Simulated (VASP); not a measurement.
A run of VASP 6.6.1:

File INCAR:

```
PREC = Accurate ; ENCUT = 520
EDIFF = 1E-6 ; ISMEAR = 0
SIGMA = 0.1 ; LREAL = False
LASPH = True ; NELM = 60
ALGO = Normal ; ISIF = 2
LWAVE = False ; LCHARG = False
LDIPOL = True ; IDIPOL = 3
DIPOL = 0.5 0.5 0.366 ; GGA = PE
NBANDS = 47
```

File KPOINTS:

```
regular mesh
0
Gamma
  9 6 1
```

Contents of POSCAR:

```
Ti6Si
1.0
    2.8319727849      0.0000000000      0.0000000000
    0.0000000000      4.5793473376      0.0000000000
    0.0000000000      0.0000000000     22.0506931396
Ti Si
6 1
Direct
    0.5000000000      0.0000000000      0.1814001934
    0.0000000000      0.5000000000      0.2413504045
    0.5000000000      0.0000000000      0.3013006156
    0.5000000000      0.5000000000      0.3625816749
    0.0000000000      0.0000000000      0.4208168374
    0.5000000000      0.5000000000      0.4784744440
    1.0000000000      0.5000000000      0.5735762282
```

Potentials or basis: VASP PAW PBE potentials, release 64 (Ti_sv, Si).

Command:

```bash
$ cat potpaw_PBE.64/Ti_sv/POTCAR potpaw_PBE.64/Si/POTCAR > POTCAR
$ mpirun -np 1 vasp_std > vasp.out
```

Hardware: 1 thread of Intel(R) Xeon(R) 6975P-C (Granite Rapids) (shared host).

Problem. How long does it take, and how much memory?

Solution. Run time: 5.9 min on 1 thread of Intel(R) Xeon(R) 6975P-C (Granite Rapids), on a shared host, peak memory 0.46 GiB. Counts: scf iterations 38, k points 20.
